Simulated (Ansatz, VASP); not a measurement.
## One calculation of Al2Cu, two programs

```xyz
3
Lattice="4.0842 0.0000 0.0000 0.0000 4.0842 0.0000 0.0000 0.0000 2.8891" Properties=species:S:1:pos:R:3 pbc="T T T"
Al    2.0421    0.0000    1.4445
Al    0.0000    2.0421    1.4445
Cu    0.0000    0.0000    0.0000
```

Change from the starting cell: strain +0.000 along x and y, +0.015 along z, atoms carried along.

Alike in both runs: task single point; functional PBEsol; k mesh 12 × 12 × 16; occupations gaussian, width 0.15 eV; no spin polarisation.

```csv
,VASP,Ansatz
version,VASP 6.6.1,Ansatz 0.2.0
potentials or method,"VASP PAW PBE potentials, release 64 (Al, Cu), cutoff 520 eV","scalar-relativistic, plane waves, PAW"
valence electrons in the cell,17,25
```

Ansatz gave:

- gap on the k mesh at the Fermi level (eV): none
- pressure (GPa): -1.4
- traceless stress, the component that is largest in VASP (GPa): -1.37

Task: Which values does VASP return?

Result: gap on the k mesh at the Fermi level (eV): none; pressure (GPa): -1.2; traceless stress, the component that is largest in VASP (GPa): -1.37.

VASP's potentials were made for PBE, not for PBEsol. A gap of «none» marks a metal or a gap that the smearing closes. VASP's potentials hold 17 valence electrons a cell and Ansatz's 25, so a difference there can come from the potentials and not from the codes.
